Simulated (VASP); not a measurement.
Runs of VASP 6.6.1 on CdTe. The structure is that of space group P6_3/mmc (No. 194), or close to it. The cells are those of the table. 

```tsv
task	level	cell	k mesh	cutoff (eV)	gap on the mesh (eV)	pressure (GPa)	relaxed volume (Å³/atom)
relaxation of cell and atoms	r2SCAN	relaxed from a = 4.356, b = 4.356, c = 7.097 Å, angles 90.0, 90.0, 120.0°, 4 atoms	6 × 6 × 4	600	none	0.0	28.58
relaxation of cell and atoms	PBE	relaxed from a = 4.199, b = 4.199, c = 6.844 Å, angles 90.0, 90.0, 120.0°, 4 atoms	6 × 6 × 4	600	none	0.0	(a)
single point	r2SCAN	a = 4.315, b = 4.315, c = 7.071 Å, angles 90.0, 90.0, 120.0°, 4 atoms	6 × 6 × 4	520	none	0.2	-
single point	PBE	a = 4.356, b = 4.356, c = 7.097 Å, angles 90.0, 90.0, 120.0°, 4 atoms	6 × 6 × 4	520	none	0.2	-
single point	r2SCAN	a = 4.315, b = 4.315, c = 7.071 Å, angles 90.0, 90.0, 120.0°, 4 atoms	12 × 12 × 4	520	none	0.1	-
```

Alike in all rows: potentials or basis VASP PAW PBE potentials, release 64 (Cd, Te); no spin polarisation; smearing fermi-dirac 0.02 eV.

Problem. Fill in the values left out.

Solution. (a) 29.24.

Caveats: spin-orbit coupling is left out, which moves the levels of the heavy elements; the PAW data sets were made with another functional, which shifts forces and pressure a little (some runs).

A k mesh can miss the band edges, and the runs leave out spin-orbit coupling on Cd, Te.

A gap of «none» marks levels without a gap at the run's occupations.
